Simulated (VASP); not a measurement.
Here is a VASP 6.6.1 calculation.

File INCAR:

```
PREC = Accurate
ENCUT = 520
EDIFF = 1E-7
ISMEAR = 0
SIGMA = 0.1
LREAL = F
LASPH = T
NELM = 80
ALGO = Normal
ISIF = 2
LWAVE = F
LCHARG = F
GGA = PE
NBANDS = 37
```

The input KPOINTS:

```
Automatic mesh
0
Gamma
  6 6 6
```

Contents of POSCAR:

```
Cu4Mo
1.0
   -2.6033873400      2.6033873400      2.6033873400
    2.6033873400     -2.6033873400      2.6033873400
    2.6033873400      2.6033873400     -2.6033873400
Cu Mo
4 1
Direct
    0.0000000000      0.0000000000      0.5000000000
    0.0000000000      0.5000000000      0.0000000000
    0.5000000000      0.0000000000      0.0000000000
    0.5000000000      0.5000000000      0.5000000000
    0.0000000000      0.0000000000      0.0000000000
```

Potentials or basis: VASP PAW PBE potentials, release 64 (Cu, Mo_sv).

Command:

```console
$ cat potpaw_PBE.64/Cu/POTCAR potpaw_PBE.64/Mo_sv/POTCAR > POTCAR
$ mpirun -np 1 vasp_std > vasp.out
```

Task: What does it give for the pressure?

Result: 35.1 GPa.

Task: Estimate the band gap on the k mesh.

Result: Zero (bands 29 and 30 overlap by 3.14 eV).

Caveat: the cell stands under pressure.
